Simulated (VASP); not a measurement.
Set up this calculation in VASP 6.6.1, as the native input.

- Task: electric field gradients
- Functional: r2SCAN
- Potentials or basis: VASP PAW PBE potentials, release 64 (Zn, S)
- Cutoff: 520 eV
- k mesh: 8 × 8 × 2
- Occupations: fermi-dirac, width 0.02 eV
- Spin: no spin polarisation
- Dipole correction: no
- Further INCAR settings: LREAL = Auto; ALGO = Normal; EDIFF = 1e-08; NBANDS = 86

The system is ZnS.

```
Zn S
1.0
     3.80509    0.00000    0.00000
    -1.90254    3.29530    0.00000
     0.00000    0.00000   24.91593
Zn S
8 8
Cartesian
  0.0000 2.1969 3.1174
  0.0000 0.0000 0.0040
  1.9025 1.0984 15.5736
  1.9025 1.0984 21.8049
  0.0000 0.0000 18.6875
  0.0000 2.1969 12.4599
  0.0000 0.0000 9.3457
  1.9025 1.0984 6.2322
  1.9025 1.0984 8.5642
  1.9025 1.0984 17.9041
  0.0000 2.1969 5.4500
  0.0000 0.0000 21.0209
  1.9025 1.0984 24.1389
  0.0000 0.0000 2.3353
  0.0000 2.1969 14.7922
  0.0000 0.0000 11.6778
```

These files were run (other wordings do the same):

POSCAR

```
ZnS
1.0
    3.8050880673      0.0000000000      0.0000000000
   -1.9025440336      3.2953029299      0.0000000000
    0.0000000000      0.0000000000     24.9159345000
Zn S
8 8
Direct
    0.3333333333      0.6666666667      0.1251184100
    0.0000000000      0.0000000000      0.0001589700
    0.6666666667      0.3333333333      0.6250474700
    0.6666666667      0.3333333333      0.8751387000
    0.0000000000      0.0000000000      0.7500222700
    0.3333333333      0.6666666667      0.5000781600
    0.0000000000      0.0000000000      0.3750879400
    0.6666666667      0.3333333333      0.2501284900
    0.6666666667      0.3333333333      0.3437219900
    0.6666666667      0.3333333333      0.7185811600
    0.3333333333      0.6666666667      0.2187340500
    0.0000000000      0.0000000000      0.8436723900
    0.6666666667      0.3333333333      0.9688127500
    0.0000000000      0.0000000000      0.0937260600
    0.3333333333      0.6666666667      0.5936859800
    0.0000000000      0.0000000000      0.4686862100
```

INCAR.step1

```
SYSTEM = ZnS
  PREC = Accurate
  ENCUT = 520
  ISMEAR = -1
  SIGMA = 0.02
  LREAL = Auto
  LASPH = .True.
  NELM = 100
  NBANDS = 86
  GGA = PE
  ALGO = Normal
  EDIFF = 1E-4
  LWAVE = .True.
  LCHARG = .False.
```

INCAR.step2

```
SYSTEM = ZnS
  PREC = Accurate
  ENCUT = 520
  EDIFF = 1E-8
  ISMEAR = -1
  SIGMA = 0.02
  LREAL = Auto
  LASPH = .True.
  NELM = 100
  ALGO = Normal
  ISIF = 2
  LWAVE = .False.
  LCHARG = .False.
  METAGGA = R2SCAN
  LMIXTAU = .True.
  LEFG = .True.
  NBANDS = 86
  ISTART = 1
```

KPOINTS

```
Automatic mesh
0
Gamma
  8 8 2
  0 0 0
```

Potentials or basis: VASP PAW PBE potentials, release 64 (Zn, S).

Run with:

```sh
$ cat potpaw_PBE.64/Zn/POTCAR potpaw_PBE.64/S/POTCAR > POTCAR
$ cp INCAR.step1 INCAR
$ mpirun -np 1 vasp_std > vasp.out
$ cp INCAR.step2 INCAR
$ mpirun -np 1 vasp_std > vasp.out
```

Results of the run:

| Property | Result |
| --- | --- |
| Pressure | 0.2 GPa |
| Largest force | 0.017 eV/Å |
| Band gap on the k mesh | 2.74 eV, direct |

Caveat: without QUAD_EFG the Cq values of the log hold for a quadrupole moment of 1 mb, not for the nuclei; the PAW data sets were made with another functional, which shifts forces and pressure a little.

Run time: 41 min on 1 thread of Intel(R) Xeon(R) 6975P-C (Granite Rapids) (shared host), peak memory 0.62 GiB.
